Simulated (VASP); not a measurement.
# Co (Im-3m) in VASP: a series of runs

Co is run at these levels: PBEsol; tasks: single point.

Program: VASP 6.6.1. These are calculated values, not measurements. Logs are shortened: lines on timing, memory, paths and dates and some standing lists are left out, and cuts for length are marked.

## Step 1: The cell of the first run

The structure is cubic, space group Im-3m (No. 229). Conventional cell: a = 2.872 Å, b = 2.872 Å, c = 2.872 Å, α = 90.00°, β = 90.00°, γ = 90.00°. Within 3.3 Å of Co (site symmetry m-3m) lie 14 Co at 2.49 to 2.87 Å.

## Step 2: Single point, PBEsol, collinear spin, ferromagnetic start (volume scaled by 1.12)

File INCAR:

```
PREC = Accurate
ENCUT = 520
EDIFF = 1E-6
ISMEAR = -1
SIGMA = 0.05
LREAL = False
LASPH = True
NELM = 150
ALGO = Normal
ISIF = 2
LWAVE = False
LCHARG = True
ISPIN = 2
MAGMOM = 1.782
LORBIT = 11
LMAXMIX = 4
GGA = PS
LELF = True
LVHAR = True
NBANDS = 14
```

File KPOINTS:

```
regular mesh
0
Gamma
  18 18 18
```

File POSCAR:

```
Co
1.0
   -1.4360550260      1.4360550260      1.4360550260
    1.4360550260     -1.4360550260      1.4360550260
    1.4360550260      1.4360550260     -1.4360550260
Co
1
Direct
    0.0000000000      0.0000000000      0.0000000000
```

Potentials or basis: VASP PAW PBE potentials, release 64 (Co).

On the command line:

```sh
cat potpaw_PBE.64/Co/POTCAR > POTCAR
mpirun -np 1 vasp_std > vasp.out
```

OUTCAR:

```text
PREC = Accurate
   ENCUT = 520
   EDIFF = 1E-6
   ISMEAR = -1
   LREAL = False
   LASPH = True
   NELM = 150
   ISIF = 2
   ISPIN = 2
   LORBIT = 11
   GGA = PS

 ion  position               nearest neighbor table
   1  0.000  0.000  0.000-

  LATTYP: Found a body centered cubic cell.
 ALAT       =     2.8721100520

  Lattice vectors:

 A1 = (  -1.4360550260,   1.4360550260,   1.4360550260)
 A2 = (   1.4360550260,  -1.4360550260,   1.4360550260)
 A3 = (   1.4360550260,   1.4360550260,  -1.4360550260)

Analysis of symmetry for initial positions (statically):
=====================================================================
 Subroutine PRICEL returns:
 Original cell was already a primitive cell.

 Routine SETGRP: Setting up the symmetry group for a
 body centered cubic supercell.

 Subroutine GETGRP returns: Found 48 space group operations
 (whereof 48 operations were pure point group operations)
 out of a pool of 48 trial point group operations.

The static configuration has the point symmetry O_h .

Analysis of symmetry for dynamics (positions and initial velocities):
=====================================================================
 Subroutine PRICEL returns:
 Original cell was already a primitive cell.

 Routine SETGRP: Setting up the symmetry group for a
 body centered cubic supercell.

 Subroutine GETGRP returns: Found 48 space group operations
 (whereof 48 operations were pure point group operations)
 out of a pool of 48 trial point group operations.

The dynamic configuration has the point symmetry O_h .

Analysis of structural, dynamic, and magnetic symmetry:
=====================================================================
 Subroutine PRICEL returns:
 Original cell was already a primitive cell.

 Routine SETGRP: Setting up the symmetry group for a
 body centered cubic supercell.

 Subroutine GETGRP returns: Found 48 space group operations
 (whereof 48 operations were pure point group operations)
 out of a pool of 48 trial point group operations.

The overall configuration has the point symmetry O_h .

 Subroutine INISYM returns: Found 48 space group operations
 (whereof 48 operations are pure point group operations),
 and found     1 'primitive' translations

----------------------------------------------------------------------------------------

                                     Primitive cell

  volume of cell :      11.8460

  direct lattice vectors                    reciprocal lattice vectors
    -1.436055026  1.436055026  1.436055026     0.000000000  0.348176073  0.348176073
     1.436055026 -1.436055026  1.436055026     0.348176073  0.000000000  0.348176073
     1.436055026  1.436055026 -1.436055026     0.348176073  0.348176073  0.000000000

  length of vectors
     2.487320267  2.487320267  2.487320267     0.492395325  0.492395325  0.492395325

  position of ions in fractional coordinates (direct lattice)
     0.000000000  0.000000000  0.000000000

  ion indices of the primitive-cell ions
   primitive index   ion index
                 1           1

----------------------------------------------------------------------------------------

 KPOINTS: regular mesh

Automatic generation of k-mesh.
 Grid dimensions read from file:
 generate k-points for:   18   18   18

 Generating k-lattice:

  Cartesian coordinates                     Fractional coordinates (reciprocal lattice)
     0.000000000  0.019343115  0.019343115     0.055555556  0.000000000  0.000000000
     0.019343115  0.000000000  0.019343115     0.000000000  0.055555556  0.000000000
     0.019343115  0.019343115  0.000000000     0.000000000  0.000000000  0.055555556

  Length of vectors
     0.027355296  0.027355296  0.027355296

  Shift w.r.t. Gamma in fractional coordinates (k-lattice)
     0.000000000  0.000000000  0.000000000

 Subroutine IBZKPT returns following result:
 ===========================================

 Found    195 irreducible k-points:

 Following reciprocal coordinates:
            Coordinates               Weight
  0.000000  0.000000  0.000000      1.000000
  0.055556  0.000000  0.000000     12.000000
  0.111111  0.000000  0.000000     12.000000
  0.166667  0.000000  0.000000     12.000000
  0.222222  0.000000  0.000000     12.000000
  0.277778  0.000000  0.000000     12.000000
[... 16 lines left out ...]
  0.333333  0.111111  0.000000     48.000000
  0.388889  0.111111  0.000000     48.000000
 [... further k-points ...]
   k-points           NKPTS =    195   k-points in BZ     NKDIM =    195   number of bands    NBANDS=     14
   number of dos      NEDOS =    301   number of ions     NIONS =      1
   total plane-waves  NPLWV =   5832
   dimension x,y,z NGX =    18 NGY =   18 NGZ =   18
   dimension x,y,z NGXF=    36 NGYF=   36 NGZF=   36
   ions per type =               1
   NGX,Y,Z   is equivalent  to a cutoff of  12.03, 12.03, 12.03 a.u.
   NGXF,Y,Z  is equivalent  to a cutoff of  24.06, 24.06, 24.06 a.u.
 SYSTEM =  unknown system
   PREC   = accura    normal or accurate (medium, high low for compatibility)
   ISTART =      0    job   : 0-new  1-cont  2-samecut
   ICHARG =      2    charge: 1-file 2-atom 10-const
   ISPIN  =      2    spin polarized calculation?
   LNONCOLLINEAR =      F non collinear calculations
   LSORBIT =      F    spin-orbit coupling
   LASPH  =      T    aspherical Exc in radial PAW
   ENCUT  =  520.0 eV  38.22 Ry    6.18 a.u.   4.62  4.62  4.62*2*pi/ulx,y,z
   NELM   =    150;   NELMIN=  2; NELMDL= -5     # of ELM steps
   EDIFF  = 0.1E-05   stopping-criterion for ELM
   LREAL  =      F    real-space projection
   EDIFFG = 0.1E-04   stopping-criterion for IOM
   NSW    =      0    number of steps for IOM
   IBRION =     -1    ionic relax: 0-MD 1-quasi-New 2-CG
   NFREE  =      0    steps in history (QN), initial steepest desc. (CG)
   ISIF   =      2    stress and relaxation
   ISYM   =      2    0-nonsym 1-usesym 2-fastsym
   POTIM  = 0.5000    time-step for ionic-motion
   TEBEG  =    0.0;   TEEND  =   0.0 temperature during run
   PSTRESS=    0.0 pullay stress
   NELECT =       9.0000    total number of electrons
   NUPDOWN=      -1.0000    fix difference up-down
   EMIN   =  10.00;   EMAX   =-10.00  energy-range for DOS
   EFERMI =   0.00;   METHOD = LEGACY
   ISMEAR =    -1;   SIGMA  =   0.05  broadening in eV -4-tet -1-fermi 0-gaus
   EFERMI_NEDOS =   21; number of points for ismear=-14 and -15
   IALGO  =     38    algorithm
   IMIX   =      4    mixing-type and parameters
     AMIX     =   0.40;   BMIX     =  1.00
     AMIX_MAG =   1.60;   BMIX_MAG =  1.00
  volume/ion in A,a.u.               =      11.85        79.94
  Fermi-wavevector in a.u.,A,eV,Ry     =   1.493819  2.822908 30.361328  2.231495
  Thomas-Fermi vector in A             =   2.606171
   LORBIT       =     11    0 simple, 1 ext, 2 COOP (PROOUT), +10 PAW based schemes
   GGA     = PS    functional components
   LHFCALC =     F    Hartree Fock is set to
   AEXX    =    0.0000 exact exchange contribution
   IVDW    =     0    specifies the selected vdW correction
   LEPSILON=     F    determine dielectric tensor
   LRPA    =     F    only Hartree local field effects (RPA)
 spin polarized calculation
  energy-cutoff  :      520.00
  volume of cell :       11.85
 maximum number of plane-waves:       333
   NGX =  9   NGY =  9   NGZ =  9

 number of electron       9.0000000 magnetization       1.7967263

 Free energy of the ion-electron system (eV)
  ---------------------------------------------------
  ext. energy  EPLUGINS =         0.00000000
  ---------------------------------------------------
  free energy    TOTEN  =        -7.53592650 eV

  energy without entropy =       -7.52205962  energy(sigma->0) =       -7.52899306

 E-fermi :   9.2120     XC(G=0): -13.0709

 val. band max:        9.2116115411   @ k =   0.2778   0.0000   0.0000
 cond. band min:       9.2130786084   @ k =  -0.4444   0.5000   0.2778
 fundamental gap:      0.0014670673
 Fermi energy:         9.2120303443

 spin component 1

 k-point     1 :       0.0000    0.0000    0.0000
  band No.  band energies     occupation
      1       0.4011      1.00000
      2       6.2843      1.00000
      3       6.2843      1.00000
      4       6.2843      1.00000
      5       7.2526      1.00000
      6       7.2526      1.00000
      7      33.6626      0.00000
      8      33.6626      0.00000
      9      33.6626      0.00000
     10      38.3326      0.00000
     11      38.3326      0.00000
     12      39.3784      0.00000
     13      39.3784      0.00000
     14      39.3784      0.00000
[... 375 lines left out ...]
 k-point    24 :       0.3889    0.1111    0.0000
  band No.  band energies     occupation
      1       4.2747      1.00000
      2       5.4675      1.00000
      3       6.8719      1.00000
      4       7.2854      1.00000
      5       7.8073      1.00000
      6       9.9081      0.00000
      7      15.8338      0.00000
      8      24.1987      0.00000
      9      27.3623      0.00000
     10      32.9109      0.00000
     11      37.3063      0.00000
     12      40.6311      0.00000
     13      44.9167      0.00000
     14      46.2177      0.00000

 [... further k-points ...]

 spin component 2

 k-point     1 :       0.0000    0.0000    0.0000
  band No.  band energies     occupation
      1       0.5022      1.00000
      2       7.9024      1.00000
      3       7.9024      1.00000
      4       7.9024      1.00000
      5       9.5153      0.00232
      6       9.5153      0.00232
      7      33.5005      0.00000
      8      33.5005      0.00000
      9      33.5005      0.00000
     10      38.4704      0.00000
     11      38.4704      0.00000
     12      40.1490      0.00000
     13      40.1490      0.00000
     14      40.1490      0.00000
[... 375 lines left out ...]
 k-point    24 :       0.3889    0.1111    0.0000
  band No.  band energies     occupation
      1       5.3381      1.00000
      2       6.9286      1.00000
      3       8.1022      1.00000
      4       9.3636      0.04604
      5       9.8053      0.00001
      6      11.0855      0.00000
      7      16.7297      0.00000
      8      24.5406      0.00000
      9      27.6500      0.00000
     10      33.1828      0.00000
     11      37.7282      0.00000
     12      40.7412      0.00000
     13      46.2695      0.00000
     14      48.8661      0.00000

 [... further k-points ...]

------------------------ aborting loop because EDIFF is reached ----------------------------------------

  FORCE on cell =-STRESS in cart. coord.  units (eV):
  Direction    XX          YY          ZZ          XY          YZ          ZX
  --------------------------------------------------------------------------------------
  -------------------------------------------------------------------------------------
  Total       -1.4970137     -1.4970137     -1.4970137      0.0000000      0.0000000      0.0000000
  in kB     -202.4711392   -202.4711392   -202.4711392      0.0000000      0.0000000      0.0000000
  external PRESSURE =    -202.4711392 kB  Pullay stress =       0.0000000 kB

 VOLUME and BASIS-vectors are now :
 -----------------------------------------------------------------------------
  energy-cutoff  :      520.00
  volume of cell :       11.85
      direct lattice vectors                 reciprocal lattice vectors
    -1.436055026  1.436055026  1.436055026     0.000000000  0.348176073  0.348176073
     1.436055026 -1.436055026  1.436055026     0.348176073  0.000000000  0.348176073
     1.436055026  1.436055026 -1.436055026     0.348176073  0.348176073  0.000000000

 POSITION                                       TOTAL-FORCE (eV/Angst)
 -----------------------------------------------------------------------------------
      0.00000      0.00000      0.00000         0.000000      0.000000      0.000000
 -----------------------------------------------------------------------------------
    total drift:                                0.000000      0.000000      0.000000

  FREE ENERGIE OF THE ION-ELECTRON SYSTEM (eV)
  ---------------------------------------------------
  free  energy   TOTEN  =        -7.5359264953 eV

  energy  without entropy=       -7.5220596180  energy(sigma->0) =       -7.52899306

 total charge

# of ion       s       p       d       tot
------------------------------------------
    1        0.456   0.465   7.186   8.107

 magnetization (x)

# of ion       s       p       d       tot
------------------------------------------
    1       -0.003  -0.040   1.865   1.822
```

It took 55 s on 1 thread of Intel Xeon 6975P-C, shared host; peak memory 0.16 GiB.

Results:

```yaml
Free_energy: -7.5359 eV
Pressure: -20.2 GPa
Net_moment: 1.80 μB per cell
Site_moments: Co +1.82 μB
Valence_electrons_inside_the_program's_atomic_spheres: Co 8.11
```

Caveat: the cell differs from its parent crystal (volume scaled by 1.12); the PAW data sets were made with another functional, which shifts forces and pressure a little.

## Step 3: Single point, PBEsol, collinear spin, ferromagnetic start

This run uses another cell than the first one, of 10.58 Å³/atom, 0.893 times its volume.

File INCAR:

```
ALGO = Normal
EDIFF = 1E-7
ENCUT = 520
GGA = PS
ISIF = 2
ISMEAR = -1
ISPIN = 2
LASPH = True
LCHARG = False
LMAXMIX = 4
LORBIT = 11
LREAL = False
LWAVE = False
MAGMOM = 1.758
NBANDS = 14
NELM = 150
PREC = Accurate
SIGMA = 0.05
```

File KPOINTS:

```
k-points
0
Gamma
  26 26 26
```

File POSCAR:

```
Co
1.0
   -1.3828181581      1.3828181581      1.3828181581
    1.3828181581     -1.3828181581      1.3828181581
    1.3828181581      1.3828181581     -1.3828181581
Co
1
Direct
    0.0000000000      0.0000000000      0.0000000000
```

Potentials or basis: VASP PAW PBE potentials, release 64 (Co).

On the command line:

```sh
cat potpaw_PBE.64/Co/POTCAR > POTCAR
mpirun -np 1 vasp_std > vasp.out
```

It took 2.6 min on 1 thread of Intel Xeon 6975P-C, shared host; peak memory 0.23 GiB.

The run converged. Its results:

```yaml
Free_energy: -7.6291 eV
Pressure: -0.5 GPa
Net_moment: 1.72 μB per cell
Site_moments: Co +1.73 μB
Valence_electrons_inside_the_program's_atomic_spheres: Co 8.32
```

Levels at points of the mesh, in eV from the Fermi level:
Spin up:
```csv
k point,band 3,band 4,band 5,band 6,band 7,band 8
"(0.00, 0.00, 0.00)",-3.09,-3.09,-1.87,-1.87,25.58,25.58
"(0.50, 0.00, 0.00)",-1.82,-1.69,-0.49,-0.16,6.69,18.59
"(0.50, 0.50, 0.50)",-0.75,-0.75,-0.75,9.64,9.64,9.64
```
Spin down:
| k point | band 1 | band 2 | band 3 | band 4 | band 5 | band 6 | band 7 | band 8 |
| --- | --- | --- | --- | --- | --- | --- | --- | --- |
| (0.00, 0.00, 0.00) | -9.38 | -1.54 | -1.54 | -1.54 | 0.29 | 0.29 | 25.47 | 25.47 |
| (0.50, 0.00, 0.00) | -4.63 | -2.74 | -0.08 | 0.19 | 0.52 | 1.32 | 7.75 | 18.66 |
| (0.50, 0.50, 0.50) | -4.08 | -4.08 | 1.03 | 1.03 | 1.03 | 9.83 | 9.83 | 9.83 |

Caveat: the PAW data sets were made with another functional, which shifts forces and pressure a little.

(Continued in part 2 of 2.)
